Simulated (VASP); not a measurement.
# CoPtO2 (R-3m) in VASP: notebook

Runs on CoPtO2. Level: PBEsol. Tasks: single point.

Program: VASP 6.6.1. These are calculated values, not measurements. Logs are shortened: lines on timing, memory, paths and dates and some standing lists are left out, and cuts for length are marked.

## Step 1: The cell of the first run

Symmetry: R-3m, No. 166, trigonal system. The conventional cell has a = 2.810 Å, b = 2.810 Å, c = 17.697 Å, α = 90.00°, β = 90.00°, γ = 120.00°. Co (site symmetry -3m) has 6 O at 1.89 Å within 2.5 Å. Within 2.6 Å of Pt (site symmetry -3m) lie 2 O at 1.99 Å. O (site symmetry 3m) has 3 Co at 1.89 Å and 1 Pt at 1.99 Å and 3 O at 2.52 Å within 2.6 Å.

## Step 2: Single point, PBEsol

INCAR reads:

```
PREC = Accurate
ENCUT = 520
EDIFF = 1E-6
ISMEAR = 0
SIGMA = 0.1
LREAL = False
LASPH = True
NELM = 80
ALGO = Normal
ISIF = 2
LWAVE = False
LCHARG = True
GGA = PS
LELF = True
LVHAR = True
NBANDS = 24
```

KPOINTS reads:

```
Automatic mesh
0
Gamma
  18 18 18
```

POSCAR reads:

```
CoPtO2
1.0
    1.4050915611      0.8112299911      5.8988731694
   -1.4050915611      0.8112299911      5.8988731694
    0.0000000000     -1.6224599821      5.8988731694
Co Pt O
1 1 2
Direct
    0.5000000000      0.5000000000      0.5000000000
    0.0000000000      0.0000000000      0.0000000000
    0.8877632707      0.8877632707      0.8877632707
    0.1122367293      0.1122367293      0.1122367293
```

Potentials or basis: VASP PAW PBE potentials, release 64 (Co, Pt, O).

On the command line:

```bash
cat potpaw_PBE.64/Co/POTCAR potpaw_PBE.64/Pt/POTCAR potpaw_PBE.64/O/POTCAR > POTCAR
mpirun -np 1 vasp_std > vasp.out
```

OUTCAR:

```text
PREC = Accurate
   ENCUT = 520
   EDIFF = 1E-6
   ISMEAR = 0
   LREAL = False
   LASPH = True
   NELM = 80
   ISIF = 2
   GGA = PS

 ion  position               nearest neighbor table
   1  0.500  0.500  0.500-   4 1.89   4 1.89   3 1.89   3 1.89   4 1.89   3 1.89
   2  0.000  0.000  0.000-   3 1.99   4 1.99
   3  0.888  0.888  0.888-   1 1.89   1 1.89   1 1.89   2 1.99
   4  0.112  0.112  0.112-   1 1.89   1 1.89   1 1.89   2 1.99

  LATTYP: Found a trigonal (rhomboedric) cell.
 ALAT       =     6.1179311096
 COS(alpha) =     0.8945054359

  Lattice vectors:

 A1 = (   1.4050915611,   0.8112299911,   5.8988731694)
 A2 = (  -1.4050915611,   0.8112299911,   5.8988731694)
 A3 = (   0.0000000000,  -1.6224599821,   5.8988731694)

Analysis of symmetry for initial positions (statically):
=====================================================================
 Subroutine PRICEL returns:
 Original cell was already a primitive cell.

 Routine SETGRP: Setting up the symmetry group for a
 trigonal (rhombohedral) supercell.

 Subroutine GETGRP returns: Found 12 space group operations
 (whereof 12 operations were pure point group operations)
 out of a pool of 12 trial point group operations.

The static configuration has the point symmetry D_3d.

Analysis of symmetry for dynamics (positions and initial velocities):
=====================================================================
 Subroutine PRICEL returns:
 Original cell was already a primitive cell.

 Routine SETGRP: Setting up the symmetry group for a
 trigonal (rhombohedral) supercell.

 Subroutine GETGRP returns: Found 12 space group operations
 (whereof 12 operations were pure point group operations)
 out of a pool of 12 trial point group operations.

The dynamic configuration has the point symmetry D_3d.

 Subroutine INISYM returns: Found 12 space group operations
 (whereof 12 operations are pure point group operations),
 and found     1 'primitive' translations

----------------------------------------------------------------------------------------

                                     Primitive cell

  volume of cell :      40.3431

  direct lattice vectors                    reciprocal lattice vectors
[... 87 lines left out ...]
   LSORBIT =      F    spin-orbit coupling
   LASPH  =      T    aspherical Exc in radial PAW
   ENCUT  =  520.0 eV  38.22 Ry    6.18 a.u.  11.38 11.38 11.38*2*pi/ulx,y,z
   NELM   =     80;   NELMIN=  2; NELMDL= -5     # of ELM steps
   EDIFF  = 0.1E-05   stopping-criterion for ELM
   LREAL  =      F    real-space projection
   EDIFFG = 0.1E-04   stopping-criterion for IOM
   NSW    =      0    number of steps for IOM
   IBRION =     -1    ionic relax: 0-MD 1-quasi-New 2-CG
   NFREE  =      0    steps in history (QN), initial steepest desc. (CG)
   ISIF   =      2    stress and relaxation
   ISYM   =      2    0-nonsym 1-usesym 2-fastsym
   POTIM  = 0.5000    time-step for ionic-motion
   TEBEG  =    0.0;   TEEND  =   0.0 temperature during run
   PSTRESS=    0.0 pullay stress
   NELECT =      31.0000    total number of electrons
   NUPDOWN=      -1.0000    fix difference up-down
   EMIN   =  10.00;   EMAX   =-10.00  energy-range for DOS
   EFERMI =   0.00;   METHOD = LEGACY
   ISMEAR =     0;   SIGMA  =   0.10  broadening in eV -4-tet -1-fermi 0-gaus
   EFERMI_NEDOS =   21; number of points for ismear=-14 and -15
   IALGO  =     38    algorithm
   IMIX   =      4    mixing-type and parameters
     AMIX     =   0.40;   BMIX     =  1.00
     AMIX_MAG =   1.60;   BMIX_MAG =  1.00
  volume/ion in A,a.u.               =      10.09        68.06
  Fermi-wavevector in a.u.,A,eV,Ry     =   1.499475  2.833596 30.591663  2.248424
  Thomas-Fermi vector in A             =   2.611100
   LORBIT       =      0    0 simple, 1 ext, 2 COOP (PROOUT), +10 PAW based schemes
   GGA     = PS    functional components
   LHFCALC =     F    Hartree Fock is set to
   AEXX    =    0.0000 exact exchange contribution
   IVDW    =     0    specifies the selected vdW correction
   LEPSILON=     F    determine dielectric tensor
   LRPA    =     F    only Hartree local field effects (RPA)
 non-spin polarized calculation
 Gauss-broadening in eV      SIGMA  =   0.10
  energy-cutoff  :      520.00
  volume of cell :       40.34
 maximum number of plane-waves:      1102
 NGX is ok and might be reduce to    48
   NGX = 23   NGY = 23   NGZ = 23

 number of electron      31.0000003 magnetization

 Free energy of the ion-electron system (eV)
  ---------------------------------------------------
  ext. energy  EPLUGINS =         0.00000000
  ---------------------------------------------------
  free energy    TOTEN  =       -28.74559067 eV

  energy without entropy =      -28.74243769  energy(sigma->0) =      -28.74401418

 E-fermi :   8.8489     XC(G=0): -13.0324

 val. band max:        8.8015278132   @ k =  -0.3333  -0.3333   0.1111
 cond. band min:       8.9336927597   @ k =  -0.2778  -0.2778   0.2222
 fundamental gap:      0.1321649465
 Fermi energy:         8.8489298977

 k-point     1 :       0.0000    0.0000    0.0000
  band No.  band energies     occupation
      1     -12.8987      2.00000
      2     -10.8906      2.00000
      3      -1.0783      2.00000
      4       1.6233      2.00000
      5       2.1387      2.00000
      6       2.1387      2.00000
[... 637 lines left out ...]
     23      22.5185      0.00000
     24      23.1225      0.00000

 [... further k-points ...]

------------------------ aborting loop because EDIFF is reached ----------------------------------------

  FORCE on cell =-STRESS in cart. coord.  units (eV):
  Direction    XX          YY          ZZ          XY          YZ          ZX
  --------------------------------------------------------------------------------------
  -------------------------------------------------------------------------------------
  Total       -0.0232588     -0.0232588      0.1668876      0.0000000      0.0000000      0.0000000
  in kB       -0.9236955     -0.9236955      6.6277448      0.0000000      0.0000000      0.0000000
  external PRESSURE =       1.5934513 kB  Pullay stress =       0.0000000 kB

 VOLUME and BASIS-vectors are now :
 -----------------------------------------------------------------------------
  energy-cutoff  :      520.00
  volume of cell :       40.34
      direct lattice vectors                 reciprocal lattice vectors
     1.405091561  0.811229991  5.898873169     0.355848696  0.205449341  0.056507967
    -1.405091561  0.811229991  5.898873169    -0.355848696  0.205449341  0.056507967
     0.000000000 -1.622459982  5.898873169     0.000000000 -0.410898681  0.056507968

 POSITION                                       TOTAL-FORCE (eV/Angst)
 -----------------------------------------------------------------------------------
      0.00000      0.00000      8.84831         0.000000     -0.000000      0.000000
      0.00000      0.00000      0.00000         0.000000     -0.000000      0.000000
      0.00000      0.00000     15.71041         0.000000     -0.000000     -0.007010
      0.00000      0.00000      1.98621         0.000000      0.000000      0.007010
 -----------------------------------------------------------------------------------
    total drift:                               -0.000000     -0.000000      0.000000

  FREE ENERGIE OF THE ION-ELECTRON SYSTEM (eV)
  ---------------------------------------------------
  free  energy   TOTEN  =       -28.7455906727 eV

  energy  without entropy=      -28.7424376918  energy(sigma->0) =      -28.74401418
```

stdout:

```text
POSCAR found type information on POSCAR CoPtO
 POSCAR found :  3 types and       4 ions
 scaLAPACK will be used
 -----------------------------------------------------------------------------
|                                                                             |
|                                                                             |
|     You enforced a specific xc type in the INCAR file but a different       |
|     I HOPE YOU KNOW WHAT YOU ARE DOING!                                     |
|                                                                             |
 -----------------------------------------------------------------------------

 LDA part: xc-table for (Slater+PW92), standard interpolation
 POSCAR, INCAR and KPOINTS ok, starting setup
 FFT: planning ... GRIDC
 FFT: planning ... GRID_SOFT
 FFT: planning ... GRID
 WAVECAR not read
 entering main loop
```

Run time: 27 min. Hardware: 1 thread of AMD EPYC 9R45 (Zen 5), shared host; peak memory 0.76 GiB.

Results:

* Free energy: -28.7456 eV
* Pressure: 0.2 GPa
* Largest force: 0.007 eV/Å
* Band gap on the k mesh: zero (an odd number of electrons rules out a gap without spin polarisation)

Forces in eV/Å, atoms in the order of the input:
```
Co   0.000  0.000  0.000
Pt   0.000  0.000  0.000
O    0.000  0.000 -0.007
O    0.000  0.000  0.007
```

Levels at points of the mesh, in eV from the Fermi level:
| k point | band 14 | band 15 | band 16 | band 17 | band 18 | band 19 |
| --- | --- | --- | --- | --- | --- | --- |
| (0.00, 0.00, 0.00) | -1.64 | -1.64 | -1.50 | 1.90 | 1.90 | 2.87 |
| (0.50, 0.00, 0.00) | -0.96 | 0.08 | 1.04 | 1.31 | 1.36 | 2.43 |
| (0.50, 0.50, 0.00) | -1.00 | 0.08 | 0.17 | 1.77 | 2.28 | 2.43 |
| (0.50, 0.50, 0.50) | -0.83 | -0.71 | -0.71 | 1.43 | 1.43 | 4.08 |

Caveat: the PAW data sets were made with another functional, which shifts forces and pressure a little; spin-orbit coupling is left out, which moves the levels of the heavy elements; an odd number of electrons without spin polarisation forces a metal; a magnetic or distorted state may lie lower; the run has no spin polarisation, though such a crystal can be magnetic; semilocal functionals often make such compounds metallic where correlation or magnetic order opens a gap, which also shifts bond lengths. Spin polarisation is off, so any magnetic state and its effect on volume and gap are missing.

## Step 3: Single point, PBEsol

INCAR is that of step 2.

KPOINTS is that of step 2.

POSCAR reads:

```
CoPtO2
1.0
    1.4050915612      0.8112299911      5.8988731690
   -1.4050915612      0.8112299911      5.8988731690
    0.0000000000     -1.6224599822      5.8988731690
Co Pt O
1 1 2
Direct
    0.5000000000      0.5000000000      0.5000000000
    0.0000000000      0.0000000000      0.0000000000
    0.8877632707      0.8877632707      0.8877632707
    0.1122367293      0.1122367293      0.1122367293
```

Potentials or basis: VASP PAW PBE potentials, release 64 (Co, Pt, O).

On the command line:

```bash
cat potpaw_PBE.64/Co/POTCAR potpaw_PBE.64/Pt/POTCAR potpaw_PBE.64/O/POTCAR > POTCAR
mpirun -np 1 vasp_std > vasp.out
```

Run time: 14 min. Hardware: 1 thread of Intel Xeon 6975P-C (Granite Rapids), shared host; peak memory 0.79 GiB.

The run converged. Its results:

```
Free energy            : -28.7456 eV
Pressure               : 0.2 GPa
Largest force          : 0.007 eV/Å
Band gap on the k mesh : zero (an odd number of electrons rules out a gap without spin polarisation)
```

Forces in eV/Å, atoms in the order of the input:
```
Co   0.000  0.000  0.000
Pt   0.000  0.000  0.000
O    0.000  0.000 -0.007
O    0.000  0.000  0.007
```

Stress tensor (GPa, compression positive):
```
-0.09  0.00  0.00
 0.00 -0.09  0.00
 0.00  0.00  0.66
```

Levels at points of the mesh, in eV from the Fermi level:
```tsv
k point	band 12	band 13	band 14	band 15	band 16	band 17	band 18	band 19	band 20	band 21
(0.00, 0.00, 0.00)	-1.94	-1.94	-1.64	-1.64	-1.50	1.90	1.90	2.87	5.42	9.07
(0.50, 0.00, 0.00)	-1.44	-1.21	-0.96	0.08	1.04	1.31	1.36	2.43	7.19	9.90
(0.50, 0.50, 0.00)	-1.85	-1.20	-1.00	0.08	0.17	1.77	2.28	2.43	7.90	8.90
(0.50, 0.50, 0.50)	-1.87	-1.87	-0.83	-0.71	-0.71	1.43	1.43	4.08	4.46	8.59
```

Caveat: the PAW data sets were made with another functional, which shifts forces and pressure a little; spin-orbit coupling is left out, which moves the levels of the heavy elements; an odd number of electrons without spin polarisation forces a metal; a magnetic or distorted state may lie lower; the run has no spin polarisation, though such a crystal can be magnetic; semilocal functionals often make such compounds metallic where correlation or magnetic order opens a gap, which also shifts bond lengths.

## Step 4: Single point, PBEsol

INCAR is that of step 3.

KPOINTS is that of step 3.

POSCAR reads:

```
CoPtO2
1.0
    1.4050915612      0.8112299911      5.8988731693
   -1.4050915612      0.8112299911      5.8988731693
    0.0000000000     -1.6224599822      5.8988731693
Co Pt O
1 1 2
Direct
    0.5000000000      0.5000000000      0.5000000000
    0.0000000000      0.0000000000      0.0000000000
    0.8877632707      0.8877632707      0.8877632707
    0.1122367293      0.1122367293      0.1122367293
```

On the command line:

```bash
cat potpaw_PBE.64/Co/POTCAR potpaw_PBE.64/Pt/POTCAR potpaw_PBE.64/O/POTCAR > POTCAR
mpirun -np 1 vasp_std > vasp.out
```

It took 15 min on 1 thread of Intel Xeon 6975P-C (Granite Rapids), shared host; peak memory 0.79 GiB.

Results (log left out):

```
Free energy            : -28.7456 eV
Pressure               : 0.2 GPa
Largest force          : 0.007 eV/Å
Band gap on the k mesh : zero (an odd number of electrons rules out a gap without spin polarisation)
```

Forces in eV/Å, atoms in the order of the input:
```
Co   0.000  0.000  0.000
Pt   0.000  0.000  0.000
O    0.000  0.000 -0.007
O    0.000  0.000  0.007
```

Stress tensor (GPa, compression positive):
```
-0.09  0.00  0.00
 0.00 -0.09  0.00
 0.00  0.00  0.66
```

Levels at points of the mesh, in eV from the Fermi level:
```
           k point  band 13  band 14  band 15  band 16  band 17  band 18  band 19  band 20
(0.00, 0.00, 0.00)    -1.94    -1.64    -1.64    -1.50     1.90     1.90     2.87     5.42
(0.50, 0.00, 0.00)    -1.21    -0.96     0.08     1.04     1.31     1.36     2.43     7.19
(0.50, 0.50, 0.00)    -1.20    -1.00     0.08     0.17     1.77     2.28     2.43     7.90
(0.50, 0.50, 0.50)    -1.87    -0.83    -0.71    -0.71     1.43     1.43     4.08     4.46
```

Caveat: the PAW data sets were made with another functional, which shifts forces and pressure a little; spin-orbit coupling is left out, which moves the levels of the heavy elements; an odd number of electrons without spin polarisation forces a metal; a magnetic or distorted state may lie lower; the run has no spin polarisation, though such a crystal can be magnetic; semilocal functionals often make such compounds metallic where correlation or magnetic order opens a gap, which also shifts bond lengths.

## Step 5: Single point, PBEsol

INCAR, as its differences from that of step 4:

```diff
@@ -8,3 +8,3 @@
 NELM = 80
-ALGO = Normal
+ALGO = Fast
 ISIF = 2
```

KPOINTS is that of step 4.

POSCAR reads:

```
CoPtO2
1.0
    1.4050915612      0.8112299911      5.8988731690
   -1.4050915612      0.8112299911      5.8988731690
    0.0000000000     -1.6224599822      5.8988731690
Co Pt O
1 1 2
Direct
    0.5000000000      0.5000000000      0.5000000000
    0.0000000000      0.0000000000      0.0000000000
    0.8877632707      0.8877632707      0.8877632707
    0.1122367293      0.1122367293      0.1122367293
```

On the command line:

```bash
cat potpaw_PBE.64/Co/POTCAR potpaw_PBE.64/Pt/POTCAR potpaw_PBE.64/O/POTCAR > POTCAR
mpirun -np 1 vasp_std > vasp.out
```

Run time: 54 min. Hardware: 1 thread of Oxide Virtual Turin-like, shared host; peak memory 0.76 GiB.

The run converged. Its results:

* Free energy: -28.7456 eV
* Pressure: 0.1 GPa
* Largest force: 0.007 eV/Å
* Band gap on the k mesh: zero (an odd number of electrons rules out a gap without spin polarisation)

Forces on the atoms (eV/Å):
```
Co   0.000  0.000  0.000
Pt   0.000  0.000  0.000
O    0.000  0.000 -0.007
O    0.000  0.000  0.007
```

Stress tensor (GPa, compression positive):
```
-0.17  0.00  0.00
 0.00 -0.17  0.00
 0.00  0.00  0.61
```

Levels at points of the mesh, in eV from the Fermi level:
```tsv
k point	band 12	band 13	band 14	band 15	band 16	band 17	band 18	band 19	band 20	band 21
(0.00, 0.00, 0.00)	-1.94	-1.94	-1.64	-1.64	-1.50	1.90	1.90	2.87	5.42	9.07
(0.50, 0.00, 0.00)	-1.44	-1.21	-0.96	0.08	1.04	1.31	1.36	2.43	7.20	9.90
(0.50, 0.50, 0.00)	-1.85	-1.20	-1.00	0.08	0.18	1.77	2.29	2.43	7.90	8.90
(0.50, 0.50, 0.50)	-1.86	-1.86	-0.83	-0.71	-0.71	1.44	1.44	4.08	4.46	8.60
```

Caveat: the PAW data sets were made with another functional, which shifts forces and pressure a little; spin-orbit coupling is left out, which moves the levels of the heavy elements; an odd number of electrons without spin polarisation forces a metal; a magnetic or distorted state may lie lower; the run has no spin polarisation, though such a crystal can be magnetic; semilocal functionals often make such compounds metallic where correlation or magnetic order opens a gap, which also shifts bond lengths. With open d or f shells a metallic result of PBEsol can be an artefact of self-interaction; +U or a hybrid may open a gap.

## Step 6: Single point, PBEsol

INCAR is that of step 5.

KPOINTS is that of step 5.

POSCAR reads:

```
CoPtO2
1.0
    1.4050915612      0.8112299911      5.8988731693
   -1.4050915612      0.8112299911      5.8988731693
    0.0000000000     -1.6224599822      5.8988731693
Co Pt O
1 1 2
Direct
    0.5000000000      0.5000000000      0.5000000000
    0.0000000000      0.0000000000      0.0000000000
    0.8877632707      0.8877632707      0.8877632707
    0.1122367293      0.1122367293      0.1122367293
```

Potentials or basis: VASP PAW PBE potentials, release 64 (Co, Pt, O).

On the command line:

```bash
cat potpaw_PBE.64/Co/POTCAR potpaw_PBE.64/Pt/POTCAR potpaw_PBE.64/O/POTCAR > POTCAR
mpirun -np 1 vasp_std > vasp.out
```

It took 47 min on 1 thread of Oxide Virtual Turin-like, shared host; peak memory 0.76 GiB.

Results (log left out):

| Item | Value |
| --- | --- |
| Free energy | -28.7456 eV |
| Pressure | 0.1 GPa |
| Largest force | 0.007 eV/Å |
| Band gap on the k mesh | zero (an odd number of electrons rules out a gap without spin polarisation) |

Forces in eV/Å, atoms in the order of the input:
```
Co   0.000  0.000  0.000
Pt   0.000  0.000  0.000
O    0.000  0.000 -0.007
O    0.000  0.000  0.007
```

Stress tensor (GPa, compression positive):
```
-0.17  0.00  0.00
 0.00 -0.17  0.00
 0.00  0.00  0.61
```

Levels at points of the mesh, in eV from the Fermi level:
```csv
k point,band 12,band 13,band 14,band 15,band 16,band 17,band 18,band 19,band 20,band 21
"(0.00, 0.00, 0.00)",-1.94,-1.94,-1.64,-1.64,-1.50,1.90,1.90,2.87,5.42,9.07
"(0.50, 0.00, 0.00)",-1.44,-1.21,-0.96,0.08,1.04,1.31,1.36,2.43,7.20,9.90
"(0.50, 0.50, 0.00)",-1.85,-1.20,-1.00,0.08,0.18,1.77,2.29,2.43,7.90,8.90
"(0.50, 0.50, 0.50)",-1.86,-1.86,-0.83,-0.71,-0.71,1.44,1.44,4.08,4.46,8.60
```

Caveat: the PAW data sets were made with another functional, which shifts forces and pressure a little; spin-orbit coupling is left out, which moves the levels of the heavy elements; an odd number of electrons without spin polarisation forces a metal; a magnetic or distorted state may lie lower; the run has no spin polarisation, though such a crystal can be magnetic; semilocal functionals often make such compounds metallic where correlation or magnetic order opens a gap, which also shifts bond lengths.

The gap in the log of VASP goes by the Fermi energy; the results here count the filled bands.